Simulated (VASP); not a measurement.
# Ti3N5 in VASP: a series of runs

Ti3N5 is run at these levels: PBE; tasks: single point.

Program: VASP 6.6.1. These are calculated values, not measurements. Logs are shortened: lines on timing, memory, paths and dates and some standing lists are left out, and cuts for length are marked.

## (1) The cell of the first run

The cell holds a slab with vacuum, 8 atoms: a = 3.003 Å, b = 3.003 Å, c = 24.123 Å, α = 90.00°, β = 90.00°, γ = 120.00°.

## (2) Single point, PBE, collinear spin

INCAR reads:

```
  ALGO = Normal
  DIPOL = 0.5 0.5 0.347
  EDIFF = 1E-6
  ENCUT = 520
  GGA = PE
  IDIPOL = 3
  ISIF = 2
  ISMEAR = 0
  ISPIN = 2
  LASPH = True
  LCHARG = False
  LDIPOL = True
  LMAXMIX = 4
  LORBIT = 11
  LREAL = False
  LWAVE = False
  MAGMOM = 0 0 0 0 3 0 0 0
  NBANDS = 44
  NELM = 150
  PREC = Accurate
  SIGMA = 0.1
```

KPOINTS reads:

```
k-points
0
Gamma
  9 9 1
```

POSCAR reads:

```
Ti3N5
1.0
    3.0028555063      0.0000000000      0.0000000000
   -1.5014277532      2.6005491524      0.0000000000
    0.0000000000      0.0000000000     24.1233847547
N Ti
5 3
Direct
    0.3333333333      0.6666666667      0.1658142106
    0.0000000000      0.0000000000      0.2674509120
    0.6666666667      0.3333333333      0.3654788005
    0.3333333333      0.6666666667      0.4611038156
    0.7777777778      0.2222222222      0.5477417406
    0.6666666667      0.3333333333      0.2166325614
    0.3333333333      0.6666666667      0.3190139885
    0.0000000000      0.0000000000      0.4290633808
```

Potentials or basis: VASP PAW PBE potentials, release 64 (N, Ti_sv).

Started as:

```sh
$ cat potpaw_PBE.64/N/POTCAR potpaw_PBE.64/Ti_sv/POTCAR > POTCAR
$ mpirun -np 1 vasp_std > vasp.out
```

OUTCAR:

```text
EDIFF = 1E-6
   ENCUT = 520
   GGA = PE
   ISIF = 2
   ISMEAR = 0
   ISPIN = 2
   LASPH = True
   LORBIT = 11
   LREAL = False
   NELM = 150
   PREC = Accurate

 ion  position               nearest neighbor table
   1  0.333  0.667  0.166-   6 2.12   6 2.12   6 2.12
   2  0.000  0.000  0.267-   6 2.12   6 2.12   6 2.12   7 2.13   7 2.13   7 2.13
   3  0.667  0.333  0.365-   7 2.06   7 2.06   7 2.06   8 2.31   8 2.31   8 2.31
   4  0.333  0.667  0.461-   8 1.90   8 1.90   8 1.90
   5  0.778  0.222  0.548-
   6  0.667  0.333  0.217-   2 2.12   2 2.12   2 2.12   1 2.12   1 2.12   1 2.12
   7  0.333  0.667  0.319-   3 2.06   3 2.06   3 2.06   2 2.13   2 2.13   2 2.13
   8  0.000  0.000  0.429-   4 1.90   4 1.90   4 1.90   3 2.31   3 2.31   3 2.31

  LATTYP: Found a hexagonal cell.
 ALAT       =     3.0028555063
 C/A-ratio  =     8.0334816990

  Lattice vectors:

 A1 = (   3.0028555063,   0.0000000000,   0.0000000000)
 A2 = (  -1.5014277532,   2.6005491524,   0.0000000000)
 A3 = (   0.0000000000,   0.0000000000,  24.1233847547)

Analysis of symmetry for initial positions (statically):
=====================================================================
 Subroutine PRICEL returns:
 Original cell was already a primitive cell.

 Routine SETGRP: Setting up the symmetry group for a
 hexagonal supercell.

 Subroutine GETGRP returns: Found  2 space group operations
 (whereof  2 operations were pure point group operations)
 out of a pool of 24 trial point group operations.

The static configuration has the point symmetry C_1h.

Analysis of symmetry for dynamics (positions and initial velocities):
=====================================================================
 Subroutine PRICEL returns:
 Original cell was already a primitive cell.

 Routine SETGRP: Setting up the symmetry group for a
 hexagonal supercell.

 Subroutine GETGRP returns: Found  2 space group operations
 (whereof  2 operations were pure point group operations)
 out of a pool of 24 trial point group operations.

The dynamic configuration has the point symmetry C_1h.

Analysis of structural, dynamic, and magnetic symmetry:
=====================================================================
 Subroutine PRICEL returns:
 Original cell was already a primitive cell.

 Routine SETGRP: Setting up the symmetry group for a
 hexagonal supercell.

 Subroutine GETGRP returns: Found  2 space group operations
 (whereof  2 operations were pure point group operations)
 out of a pool of 24 trial point group operations.

The overall configuration has the point symmetry C_1h.

 Subroutine INISYM returns: Found  2 space group operations
 (whereof  2 operations are pure point group operations),
 and found     1 'primitive' translations

----------------------------------------------------------------------------------------

                                     Primitive cell

  volume of cell :     188.3813

  direct lattice vectors                    reciprocal lattice vectors
     3.002855506  0.000000000  0.000000000     0.333016357  0.192267083  0.000000000
    -1.501427753  2.600549152  0.000000000     0.000000000  0.384534166  0.000000000
     0.000000000  0.000000000 24.123384755     0.000000000  0.000000000  0.041453553

  length of vectors
     3.002855506  3.002855506 24.123384755     0.384534166  0.384534166  0.041453553

  position of ions in fractional coordinates (direct lattice)
     0.333333333  0.666666667  0.165814211
     0.000000000  0.000000000  0.267450912
     0.666666667  0.333333333  0.365478800
     0.333333333  0.666666667  0.461103816
     0.777777778  0.222222222  0.547741741
     0.666666667  0.333333333  0.216632561
     0.333333333  0.666666667  0.319013988
     0.000000000  0.000000000  0.429063381

  ion indices of the primitive-cell ions
   primitive index   ion index
                 1           1
                 2           2
                 3           3
                 4           4
                 5           5
[... 62 lines left out ...]
   NGX,Y,Z   is equivalent  to a cutoff of  13.29, 13.29, 12.40 a.u.
   NGXF,Y,Z  is equivalent  to a cutoff of  26.57, 26.57, 24.81 a.u.
 SYSTEM =  unknown system
   PREC   = accura    normal or accurate (medium, high low for compatibility)
   ISTART =      0    job   : 0-new  1-cont  2-samecut
   ICHARG =      2    charge: 1-file 2-atom 10-const
   ISPIN  =      2    spin polarized calculation?
   LNONCOLLINEAR =      F non collinear calculations
   LSORBIT =      F    spin-orbit coupling
   LASPH  =      T    aspherical Exc in radial PAW
   ENCUT  =  520.0 eV  38.22 Ry    6.18 a.u.   5.58  5.58 44.85*2*pi/ulx,y,z
   NELM   =    150;   NELMIN=  2; NELMDL= -5     # of ELM steps
   EDIFF  = 0.1E-05   stopping-criterion for ELM
   LREAL  =      F    real-space projection
   EDIFFG = 0.1E-04   stopping-criterion for IOM
   NSW    =      0    number of steps for IOM
   IBRION =     -1    ionic relax: 0-MD 1-quasi-New 2-CG
   NFREE  =      0    steps in history (QN), initial steepest desc. (CG)
   ISIF   =      2    stress and relaxation
   ISYM   =      2    0-nonsym 1-usesym 2-fastsym
   POTIM  = 0.5000    time-step for ionic-motion
   TEBEG  =    0.0;   TEEND  =   0.0 temperature during run
   PSTRESS=    0.0 pullay stress
   NELECT =      61.0000    total number of electrons
   NUPDOWN=      -1.0000    fix difference up-down
   EMIN   =  10.00;   EMAX   =-10.00  energy-range for DOS
   EFERMI =   0.00;   METHOD = LEGACY
   ISMEAR =     0;   SIGMA  =   0.10  broadening in eV -4-tet -1-fermi 0-gaus
   EFERMI_NEDOS =   21; number of points for ismear=-14 and -15
   IALGO  =     38    algorithm
   IMIX   =      4    mixing-type and parameters
     AMIX     =   0.40;   BMIX     =  1.00
     AMIX_MAG =   1.60;   BMIX_MAG =  1.00
  volume/ion in A,a.u.               =      23.55       158.91
  Fermi-wavevector in a.u.,A,eV,Ry     =   1.124188  2.124407 17.195018  1.263798
  Thomas-Fermi vector in A             =   2.260858
   LORBIT       =     11    0 simple, 1 ext, 2 COOP (PROOUT), +10 PAW based schemes
   GGA     = PE    functional components
   LHFCALC =     F    Hartree Fock is set to
   AEXX    =    0.0000 exact exchange contribution
   IVDW    =     0    specifies the selected vdW correction
   LEPSILON=     F    determine dielectric tensor
   LRPA    =     F    only Hartree local field effects (RPA)
 spin polarized calculation
 Gauss-broadening in eV      SIGMA  =   0.10
  energy-cutoff  :      520.00
  volume of cell :      188.38
 maximum number of plane-waves:      5137
   NGX = 11   NGY = 11   NGZ = 89

 dipolmoment           0.000000      0.000000      0.117677 electrons x Angstroem

 number of electron      61.0000012 magnetization       2.9370450

 dipolmoment           0.000000      0.000000     -0.046857 electrons x Angstroem

 Free energy of the ion-electron system (eV)
  ---------------------------------------------------
  ext. energy  EPLUGINS =         0.00000000
  ---------------------------------------------------
  free energy    TOTEN  =       -67.31909311 eV

  energy without entropy =      -67.30968322  energy(sigma->0) =      -67.31438817

 E-fermi :  -1.0597     XC(G=0):  -5.7996

 val. band max:       -1.0646398426   @ k =  -0.4444   0.4444   0.0000
 cond. band min:      -1.0070110073   @ k =   0.3333  -0.0000   0.0000
 fundamental gap:      0.0576288352
 Fermi energy:        -1.0597011951

 spin component 1

 k-point     1 :       0.0000    0.0000    0.0000
  band No.  band energies     occupation
      1     -59.0191      1.00000
      2     -58.1671      1.00000
      3     -57.7102      1.00000
      4     -35.3615      1.00000
      5     -35.0567      1.00000
      6     -35.0559      1.00000
[... 1069 lines left out ...]
     41       2.3302      0.00000
     42       2.8204      0.00000

 [... further k-points ...]

 spin component 2

 k-point     1 :       0.0000    0.0000    0.0000
  band No.  band energies     occupation
      1     -59.0271      1.00000
      2     -58.1034      1.00000
      3     -57.7056      1.00000
      4     -35.3744      1.00000
      5     -35.0617      1.00000
      6     -35.0613      1.00000
[... 1069 lines left out ...]
     41       2.3966      0.00000
     42       2.8549      0.00000

 [... further k-points ...]

 [bands above 42 left out]

------------------------ aborting loop because EDIFF is reached ----------------------------------------

 vacuum level on the upper side and lower side of the slab       (xc-potential included)        -0.553         0.501

  FORCE on cell =-STRESS in cart. coord.  units (eV):
  Direction    XX          YY          ZZ          XY          YZ          ZX
  --------------------------------------------------------------------------------------
  -------------------------------------------------------------------------------------
  Total        2.0090198      2.1511495     -2.8114925      0.1230879     -0.0013524      0.0023423
  in kB       17.0866551     18.2954639    -23.9116621      1.0468591     -0.0115019      0.0199210
  external PRESSURE =       3.8234856 kB  Pullay stress =       0.0000000 kB

 VOLUME and BASIS-vectors are now :
 -----------------------------------------------------------------------------
  energy-cutoff  :      520.00
  volume of cell :      188.38
      direct lattice vectors                 reciprocal lattice vectors
     3.002855506  0.000000000  0.000000000     0.333016357  0.192267083  0.000000000
    -1.501427753  2.600549152  0.000000000     0.000000000  0.384534166  0.000000000
     0.000000000  0.000000000 24.123384755     0.000000000  0.000000000  0.041453553

 POSITION                                       TOTAL-FORCE (eV/Angst)
 -----------------------------------------------------------------------------------
     -0.00000      1.73370      4.00000        -0.001794      0.001036      4.373373
      0.00000      0.00000      6.45182        -0.002089      0.001206      1.273251
      1.50143      0.86685      8.81659        -0.017390      0.010040      0.191851
     -0.00000      1.73370     11.12338         0.012860     -0.007424     -0.111817
      2.00190      0.57790     13.21338        -0.011889      0.006864      0.351138
      1.50143      0.86685      5.22591         0.002891     -0.001669     -5.721223
     -0.00000      1.73370      7.69570         0.001783     -0.001029     -0.025484
      0.00000      0.00000     10.35046         0.015629     -0.009023     -0.331090
 -----------------------------------------------------------------------------------
    total drift:                               -0.000001      0.000000      0.000129

  FREE ENERGIE OF THE ION-ELECTRON SYSTEM (eV)
  ---------------------------------------------------
  free  energy   TOTEN  =       -67.3190931105 eV

  energy  without entropy=      -67.3096832199  energy(sigma->0) =      -67.31438817

 vacuum level on the upper side and lower side of the slab         5.768         6.883

 total charge

# of ion       s       p       d       tot
------------------------------------------
    1        1.311   2.200   0.000   3.511
    2        1.253   2.497   0.000   3.750
    3        1.251   2.478   0.000   3.729
    4        1.301   2.450   0.000   3.751
    5        1.367   1.926   0.000   3.293
    6        2.193   6.225   1.894  10.312
    7        2.199   6.254   1.898  10.351
    8        2.230   6.263   1.982  10.474
--------------------------------------------------
tot         13.105  30.292   5.774  49.171

 magnetization (x)

# of ion       s       p       d       tot
------------------------------------------
    1       -0.001  -0.016   0.000  -0.017
    2       -0.000   0.001   0.000   0.001
    3        0.000   0.003   0.000   0.004
    4        0.011   0.027   0.000   0.039
    5        0.044   1.857   0.000   1.901
    6       -0.000  -0.000   0.005   0.004
    7       -0.000   0.000  -0.008  -0.008
    8        0.002   0.002   0.064   0.067
--------------------------------------------------
tot          0.056   1.873   0.061   1.990
```

Wall time 12 min (1 thread of Intel Xeon Platinum 8488C (Sapphire Rapids), shared host); peak memory 0.58 GiB.

What came out:

```yaml
Free_energy: -67.3191 eV
Largest_force: 5.721 eV/Å
Net_moment: 2.94 μB per cell
Site_moments: N -0.02, +0.00, +0.04, +1.90 (each value once); Ti +0.00, -0.01, +0.07 μB
Valence_electrons_inside_the_program's_atomic_spheres: N 3.51, 3.75, 3.73, 3.29 (each value once); Ti 10.31, 10.35, 10.47
```

Forces in eV/Å, atoms in the order of the input:
```
N   -0.002  0.001  4.373
N   -0.002  0.001  1.273
N   -0.017  0.010  0.192
N    0.013 -0.007 -0.112
N   -0.012  0.007  0.351
Ti   0.003 -0.002 -5.721
Ti   0.002 -0.001 -0.025
Ti   0.016 -0.009 -0.331
```

## (3) Single point, PBE, collinear spin

INCAR reads:

```
SYSTEM = Ti3N5
ALGO     = Normal         ! electronic algorithm
DIPOL    = 0.5 0.5 0.341
EDIFF    = 1E-6           ! SCF threshold, eV
ENCUT    = 520            ! plane-wave cutoff, eV
GGA      = PE             ! functional
IDIPOL   = 3            
ISIF     = 2              ! what is computed and relaxed
ISMEAR   = 0              ! smearing method
ISPIN    = 2              ! spin polarisation
LASPH    = .TRUE.         ! aspherical terms in the spheres
LCHARG   = .TRUE.         ! write CHGCAR
LDIPOL   = .TRUE.       
LELF     = .TRUE.         ! ELF
LMAXMIX  = 4              ! l up to which the mixer works
LORBIT   = 11             ! projections on sites
LREAL    = .FALSE.        ! projectors in reciprocal space
LVACPOTAV= .TRUE.       
LVHAR    = .TRUE.       
LWAVE    = .FALSE.        ! write WAVECAR
MAGMOM   = 0 0 0 0 3 0 0 0 ! initial moments
NBANDS   = 44             ! bands
NELM     = 150            ! most SCF steps
PREC     = Accurate       ! precision mode
SIGMA    = 0.1            ! smearing width, eV
```

KPOINTS reads:

```
k-points
0
G
  9 9 1
  0 0 0
```

Edit POSCAR of step 2 so:

```diff
@@ -12,3 +12,3 @@
     0.3333333333      0.6666666667      0.4611038156
-    0.7777777778      0.2222222222      0.5477417406
+    0.5555555556      0.4444444444      0.5025573682
     0.6666666667      0.3333333333      0.2166325614
```

Potentials or basis: VASP PAW PBE potentials, release 64 (N, Ti_sv).

Started as:

```sh
$ cat potpaw_PBE.64/N/POTCAR potpaw_PBE.64/Ti_sv/POTCAR > POTCAR
$ mpirun -np 1 vasp_std > vasp.out
```

OUTCAR:

```text
SYSTEM = Ti3N5
   EDIFF = 1E-6
   ENCUT = 520
   GGA = PE
   ISIF = 2
   ISMEAR = 0
   ISPIN = 2
   LASPH = .TRUE.
   LORBIT = 11
   LREAL = .FALSE.
   NELM = 150
   PREC = Accurate

 ion  position               nearest neighbor table
   1  0.333  0.667  0.166-   6 2.12   6 2.12   6 2.12
   2  0.000  0.000  0.267-   6 2.12   6 2.12   6 2.12   7 2.13   7 2.13   7 2.13
   3  0.667  0.333  0.365-   7 2.06   7 2.06   7 2.06   8 2.31   8 2.31   8 2.31
   4  0.333  0.667  0.461-   5 1.53   8 1.90   8 1.90   8 1.90
   5  0.556  0.444  0.503-   4 1.53   8 2.34   8 2.34
   6  0.667  0.333  0.217-   2 2.12   2 2.12   2 2.12   1 2.12   1 2.12   1 2.12
   7  0.333  0.667  0.319-   3 2.06   3 2.06   3 2.06   2 2.13   2 2.13   2 2.13
[... 2418 lines left out ...]
      1.50143      0.86685      5.22591        -0.009414      0.005435     -5.608983
     -0.00000      1.73370      7.69570        -0.086078      0.049697     -0.404673
      0.00000      0.00000     10.35046         1.083325     -0.625458     -0.895375
 -----------------------------------------------------------------------------------
    total drift:                               -0.000004      0.000002     -0.000131

  FREE ENERGIE OF THE ION-ELECTRON SYSTEM (eV)
  ---------------------------------------------------
  free  energy   TOTEN  =       -68.8756729322 eV

  energy  without entropy=      -68.8547594236  energy(sigma->0) =      -68.86521618

 vacuum level on the upper side and lower side of the slab         5.676         7.225

 total charge

# of ion       s       p       d       tot
------------------------------------------
    1        1.310   2.200   0.000   3.511
    2        1.253   2.496   0.000   3.749
    3        1.248   2.481   0.000   3.729
    4        1.289   2.479   0.000   3.769
    5        1.365   2.080   0.000   3.445
    6        2.193   6.225   1.893  10.311
    7        2.197   6.251   1.917  10.366
    8        2.204   6.256   2.080  10.541
--------------------------------------------------
tot         13.061  30.469   5.890  49.419

 magnetization (x)

# of ion       s       p       d       tot
------------------------------------------
    1        0.002   0.046   0.000   0.049
    2        0.000   0.006   0.000   0.007
    3        0.000   0.004   0.000   0.005
    4        0.001   0.015   0.000   0.016
    5        0.002   0.090   0.000   0.092
    6        0.001   0.001  -0.014  -0.012
    7        0.000   0.000   0.016   0.016
    8        0.001   0.000   0.037   0.038
--------------------------------------------------
tot          0.008   0.163   0.038   0.210
```

stdout:

```text
POSCAR found type information on POSCAR N Ti
 POSCAR found :  2 types and       8 ions
 scaLAPACK will be used
 LDA part: xc-table for (Slater+PW92), standard interpolation
 POSCAR, INCAR and KPOINTS ok, starting setup
 FFT: planning ... GRIDC
 FFT: planning ... GRID_SOFT
 FFT: planning ... GRID
 WAVECAR not read
 entering main loop
 -----------------------------------------------------------------------------
|                                                                             |
|           W    W    AA    RRRRR   N    N  II  N    N   GGGG   !!!           |
|           W    W   A  A   R    R  NN   N  II  NN   N  G    G  !!!           |
|           W    W  A    A  R    R  N N  N  II  N N  N  G       !!!           |
|           W WW W  AAAAAA  RRRRR   N  N N  II  N  N N  G  GGG   !            |
|           WW  WW  A    A  R   R   N   NN  II  N   NN  G    G                |
|           W    W  A    A  R    R  N    N  II  N    N   GGGG   !!!           |
|                                                                             |
|     Did not find any points to average over, which means that no vacuum     |
|     field-free region was found. Please increase the size of  your cell     |
|     in the dimension of the dipole correction to obtain accurate            |
|     workfunction values.                                                    |
|                                                                             |
 -----------------------------------------------------------------------------
```

Wall time 16 min (1 thread of Intel Xeon Platinum 8488C (Sapphire Rapids), shared host); peak memory 0.58 GiB.

What came out:

```
Free energy                                           : -68.8757 eV
Largest force                                         : 6.698 eV/Å
Net moment                                            : 0.28 μB per cell
Site moments                                          : N +0.05, +0.01, +0.02, +0.09 (each value once); Ti -0.01, +0.02, +0.04 μB
Valence electrons inside the program's atomic spheres : N 3.51, 3.75, 3.73, 3.77, 3.44; Ti 10.31, 10.37, 10.54
```

Forces in eV/Å, atoms in the order of the input:
```
N    0.019 -0.011  4.326
N    0.047 -0.027  1.244
N   -0.075  0.044  1.039
N    3.534 -2.040  4.508
N   -4.513  2.605 -4.208
Ti  -0.009  0.005 -5.609
Ti  -0.086  0.050 -0.405
Ti   1.083 -0.625 -0.895
```

Levels at points of the mesh, in eV from the Fermi level:
Spin up:
```tsv
k point	band 27	band 28	band 29	band 30	band 31	band 32	band 33	band 34	band 35	band 36
(0.00, 0.00, 0.00)	-1.54	-1.32	-0.80	-0.01	0.04	0.33	0.43	0.98	1.15	1.61
```
Spin down:
| k point | band 27 | band 28 | band 29 | band 30 | band 31 | band 32 | band 33 | band 34 |
| --- | --- | --- | --- | --- | --- | --- | --- | --- |
| (0.00, 0.00, 0.00) | -1.24 | -1.23 | -0.73 | 0.03 | 0.08 | 0.35 | 0.45 | 1.01 |

(Continued in part 2 of 2.)
